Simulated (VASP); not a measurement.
# Hg (P6/mmm) in VASP: further runs, part 2 of 2

VASP 6.6.1.

### Step 4. Single point, r2SCAN (24.84 Å³/atom)

This run uses another cell than the first one, of 24.84 Å³/atom.

POSCAR

```
Hg
1.0
    5.2790553048      0.0000000000      0.0000000000
   -2.6395276524      4.5717960019      0.0000000000
    0.0000000000      0.0000000000      3.0874055819
Hg
3
Direct
    1.0000000000      1.0000000000      0.0000000000
    0.3333333333      0.6666666667      0.5000000000
    0.6666666667      0.3333333333      0.5000000000
```

INCAR.step1

```
SYSTEM = Hg
PREC     = Accurate       ! precision mode
ENCUT    = 520            ! plane-wave cutoff, eV
ISMEAR   = -1             ! smearing method
SIGMA    = 0.1            ! smearing width, eV
LREAL    = .FALSE.        ! projectors in reciprocal space
LASPH    = .TRUE.         ! aspherical terms in the spheres
NELM     = 100            ! most SCF steps
NBANDS   = 25             ! bands
GGA      = PE             ! functional
ALGO     = Normal         ! electronic algorithm
EDIFF    = 1E-4           ! SCF threshold, eV
LWAVE    = .TRUE.         ! write WAVECAR
LCHARG   = .FALSE.        ! write CHGCAR
```

INCAR.step2

```
SYSTEM = Hg
PREC     = Accurate       ! precision mode
ENCUT    = 520            ! plane-wave cutoff, eV
EDIFF    = 1E-6           ! SCF threshold, eV
ISMEAR   = -1             ! smearing method
SIGMA    = 0.1            ! smearing width, eV
LREAL    = .FALSE.        ! projectors in reciprocal space
LASPH    = .TRUE.         ! aspherical terms in the spheres
NELM     = 100            ! most SCF steps
ALGO     = Normal         ! electronic algorithm
ISIF     = 2              ! what is computed and relaxed
LWAVE    = .FALSE.        ! write WAVECAR
LCHARG   = .FALSE.        ! write CHGCAR
METAGGA  = R2SCAN         ! meta-GGA
LMIXTAU  = .TRUE.       
NBANDS   = 25             ! bands
ISTART   = 1
```

KPOINTS

```
Automatic mesh
0
G
  8 8 11
  0 0 0
```

Potentials or basis: VASP PAW PBE potentials, release 64 (Hg).

On the command line:

```sh
cat potpaw_PBE.64/Hg/POTCAR > POTCAR
cp INCAR.step1 INCAR
mpirun -np 1 vasp_std > vasp.out
cp INCAR.step2 INCAR
mpirun -np 1 vasp_std > vasp.out
```

OUTCAR:

```text
SYSTEM = Hg
   PREC = Accurate
   ENCUT = 520
   EDIFF = 1E-6
   ISMEAR = -1
   LREAL = .FALSE.
   LASPH = .TRUE.
   NELM = 100
   ISIF = 2
   METAGGA = R2SCAN
   ISTART = 1

 ion  position               nearest neighbor table
   1  0.000  0.000  0.000-   2 3.42   3 3.42   2 3.42   3 3.42   2 3.42   2 3.42   3 3.42   3 3.42
                             3 3.42   3 3.42   2 3.42   2 3.42
   2  0.333  0.667  0.500-   3 3.05   3 3.05   3 3.05   1 3.42   1 3.42   1 3.42   1 3.42   1 3.42
                             1 3.42
   3  0.667  0.333  0.500-   2 3.05   2 3.05   2 3.05   1 3.42   1 3.42   1 3.42   1 3.42   1 3.42
                             1 3.42

  LATTYP: Found a hexagonal cell.
 ALAT       =     5.2790553048
 C/A-ratio  =     0.5848405451

  Lattice vectors:

 A1 = (   5.2790553048,   0.0000000000,   0.0000000000)
 A2 = (  -2.6395276524,   4.5717960019,   0.0000000000)
 A3 = (   0.0000000000,   0.0000000000,   3.0874055819)

Analysis of symmetry for initial positions (statically):
=====================================================================
 Subroutine PRICEL returns:
 Original cell was already a primitive cell.

 Routine SETGRP: Setting up the symmetry group for a
 hexagonal supercell.

 Subroutine GETGRP returns: Found 24 space group operations
 (whereof 24 operations were pure point group operations)
 out of a pool of 24 trial point group operations.

The static configuration has the point symmetry D_6h.

Analysis of symmetry for dynamics (positions and initial velocities):
=====================================================================
 Subroutine PRICEL returns:
 Original cell was already a primitive cell.

 Routine SETGRP: Setting up the symmetry group for a
 hexagonal supercell.

 Subroutine GETGRP returns: Found 24 space group operations
 (whereof 24 operations were pure point group operations)
 out of a pool of 24 trial point group operations.
[... 118 lines left out ...]
   ISMEAR =    -1;   SIGMA  =   0.10  broadening in eV -4-tet -1-fermi 0-gaus
   EFERMI_NEDOS =   21; number of points for ismear=-14 and -15
   IALGO  =     38    algorithm
   IMIX   =      4    mixing-type and parameters
     AMIX     =   0.40;   BMIX     =  1.00
     AMIX_MAG =   1.60;   BMIX_MAG =  1.00
  volume/ion in A,a.u.               =      24.84       167.61
  Fermi-wavevector in a.u.,A,eV,Ry     =   1.284587  2.427517 22.451830  1.650163
  Thomas-Fermi vector in A             =   2.416772
   LORBIT       =      0    0 simple, 1 ext, 2 COOP (PROOUT), +10 PAW based schemes
   METAGGA = R2SCAN    functional components
   LHFCALC =     F    Hartree Fock is set to
   AEXX    =    0.0000 exact exchange contribution
   IVDW    =     0    specifies the selected vdW correction
   LEPSILON=     F    determine dielectric tensor
   LRPA    =     F    only Hartree local field effects (RPA)
 non-spin polarized calculation
  energy-cutoff  :      520.00
  volume of cell :       74.51
 maximum number of plane-waves:      2027
 NGX is ok and might be reduce to    40
   NGX = 19   NGY = 19   NGZ = 11

 number of electron      35.9999998 magnetization

 Free energy of the ion-electron system (eV)
  ---------------------------------------------------
  ext. energy  EPLUGINS =         0.00000000
  ---------------------------------------------------
  free energy    TOTEN  =      -148.04389988 eV

  energy without entropy =     -148.02897863  energy(sigma->0) =     -148.03643926

 E-fermi :   2.2614     XC(G=0): -11.1553

 val. band max:        2.2607721046   @ k =   0.2500   0.2500   0.4545
 cond. band min:       2.2781681258   @ k =   0.2500   0.0000   0.0909
 fundamental gap:      0.0173960212
 Fermi energy:         2.2613522871

 k-point     1 :       0.0000    0.0000    0.0000
  band No.  band energies     occupation
      1      -6.6244      2.00000
      2      -5.9530      2.00000
      3      -5.4675      2.00000
      4      -5.2569      2.00000
      5      -5.0275      2.00000
      6      -5.0275      2.00000
[... 661 lines left out ...]
     24      11.4950      0.00000
     25      12.1648      0.00000

 [... further k-points ...]

------------------------ aborting loop because EDIFF is reached ----------------------------------------

  FORCE on cell =-STRESS in cart. coord.  units (eV):
  Direction    XX          YY          ZZ          XY          YZ          ZX
  --------------------------------------------------------------------------------------
  -------------------------------------------------------------------------------------
  Total        1.2216419      1.2216419      1.2087173      0.0000000      0.0000000      0.0000000
  in kB       26.2674418     26.2674418     25.9895397      0.0000000      0.0000000      0.0000000
  external PRESSURE =      26.1748078 kB  Pullay stress =       0.0000000 kB

 VOLUME and BASIS-vectors are now :
 -----------------------------------------------------------------------------
  energy-cutoff  :      520.00
  volume of cell :       74.51
      direct lattice vectors                 reciprocal lattice vectors
     5.279055305  0.000000000  0.000000000     0.189427832  0.109366210  0.000000000
    -2.639527652  4.571796002  0.000000000     0.000000000  0.218732419  0.000000000
     0.000000000  0.000000000  3.087405582     0.000000000  0.000000000  0.323896545

 POSITION                                       TOTAL-FORCE (eV/Angst)
 -----------------------------------------------------------------------------------
      0.00000      0.00000      0.00000         0.000000      0.000000      0.000000
     -0.00000      3.04786      1.54370         0.000000      0.000000      0.000000
      2.63953      1.52393      1.54370        -0.000000     -0.000000      0.000000
 -----------------------------------------------------------------------------------
    total drift:                                0.000000     -0.000000      0.000000

  FREE ENERGIE OF THE ION-ELECTRON SYSTEM (eV)
  ---------------------------------------------------
  free  energy   TOTEN  =      -148.0438998789 eV

  energy  without entropy=     -148.0289786318  energy(sigma->0) =     -148.03643926
```

Wall time 6.2 min (1 thread of Oxide Virtual Turin-like, shared host); peak memory 0.21 GiB.

What came out:

```yaml
Free_energy: -148.0439 eV
Pressure: 2.6 GPa
Band_gap_on_the_k_mesh: zero (bands 18 and 19 overlap by 3.46 eV)
```

Levels at points of the mesh, in eV from the Fermi level:
```
           k point  band 16  band 17  band 18  band 19  band 20  band 21
(0.00, 0.00, 0.00)    -6.12    -1.32    -0.89     2.00     2.00     2.08
(0.50, 0.00, 0.00)    -5.89    -5.66    -1.73    -1.16     6.42     6.43
```

Caveat: the PAW data sets were made with another functional, which shifts forces and pressure a little; spin-orbit coupling is left out, which moves the levels of the heavy elements.

### Step 5. Single point, r2SCAN (25.92 Å³/atom)

This run uses another cell than the first one, of 25.92 Å³/atom.

POSCAR

```
Hg
1.0
    5.3544805709      0.0000000000      0.0000000000
   -2.6772402854      4.6371161985      0.0000000000
    0.0000000000      0.0000000000      3.1315173357
Hg
3
Direct
    1.0000000000      1.0000000000      0.0000000000
    0.3333333333      0.6666666667      0.5000000000
    0.6666666667      0.3333333333      0.5000000000
```

INCAR.step1

```
ALGO = Normal ; EDIFF = 1E-4
ENCUT = 520 ; GGA = PE
ISMEAR = -1 ; LASPH = True
LCHARG = False ; LREAL = False
LWAVE = True ; NBANDS = 25
NELM = 60 ; PREC = Accurate
SIGMA = 0.1
```

INCAR.step2

```
ALGO = Normal ; EDIFF = 1E-6
ENCUT = 520 ; ISIF = 2
ISMEAR = -1 ; ISTART = 1
LASPH = True ; LCHARG = True
LELF = True ; LMIXTAU = True
LREAL = False ; LVHAR = True
LWAVE = False ; METAGGA = R2SCAN
NBANDS = 25 ; NELM = 60
PREC = Accurate ; SIGMA = 0.1
```

KPOINTS

```
k-points
0
Gamma
  8 8 11
```

On the command line:

```sh
cat potpaw_PBE.64/Hg/POTCAR > POTCAR
cp INCAR.step1 INCAR
mpirun -np 1 vasp_std > vasp.out
cp INCAR.step2 INCAR
mpirun -np 1 vasp_std > vasp.out
```

It took 9.5 min on 1 thread of Oxide Virtual Turin-like, shared host; peak memory 0.22 GiB.

It converged, with:

| Quantity | Value |
| --- | --- |
| Free energy | -148.0834 eV |
| Pressure | 1.2 GPa |
| Band gap on the k mesh | zero (bands 18 and 19 overlap by 3.05 eV) |

Levels at points of the mesh, in eV from the Fermi level:
| k point | band 14 | band 15 | band 16 | band 17 | band 18 | band 19 | band 20 | band 21 | band 22 | band 23 |
| --- | --- | --- | --- | --- | --- | --- | --- | --- | --- | --- |
| (0.00, 0.00, 0.00) | -6.63 | -6.14 | -6.14 | -1.46 | -1.05 | 1.94 | 1.94 | 2.03 | 2.03 | 8.81 |
| (0.50, 0.00, 0.00) | -6.25 | -6.13 | -5.82 | -5.62 | -1.88 | -1.04 | 6.15 | 6.15 | 8.26 | 8.30 |

Caveat: the PAW data sets were made with another functional, which shifts forces and pressure a little; spin-orbit coupling is left out, which moves the levels of the heavy elements.

### Step 6. Overview

| cell | k mesh | gap on the mesh (eV) | pressure (GPa) |
| --- | --- | --- | --- |
| a = 5.428, b = 5.428, c = 3.174 Å, angles 90.0, 90.0, 120.0°, 3 atoms | 7 × 7 × 10 | none | 0.2 |
| a = 5.201, b = 5.201, c = 3.042 Å, angles 90.0, 90.0, 120.0°, 3 atoms | 8 × 8 × 11 | none | 4.5 |
| a = 5.279, b = 5.279, c = 3.087 Å, angles 90.0, 90.0, 120.0°, 3 atoms | 8 × 8 × 11 | none | 2.6 |
| a = 5.354, b = 5.354, c = 3.132 Å, angles 90.0, 90.0, 120.0°, 3 atoms | 8 × 8 × 11 | none | 1.2 |

Alike in all rows: task single point; level r2SCAN; potentials or basis VASP PAW PBE potentials, release 64 (Hg); no spin polarisation; cutoff (eV) 520; smearing fermi-dirac 0.1 eV.

Caveats: the PAW data sets were made with another functional, which shifts forces and pressure a little; spin-orbit coupling is left out, which moves the levels of the heavy elements; the cell stands under pressure (at least some runs).

Total energies depend on the potentials used, so only differences within one code and one set of settings carry meaning.

The gap in the log of VASP goes by the Fermi energy; the results here count the filled bands.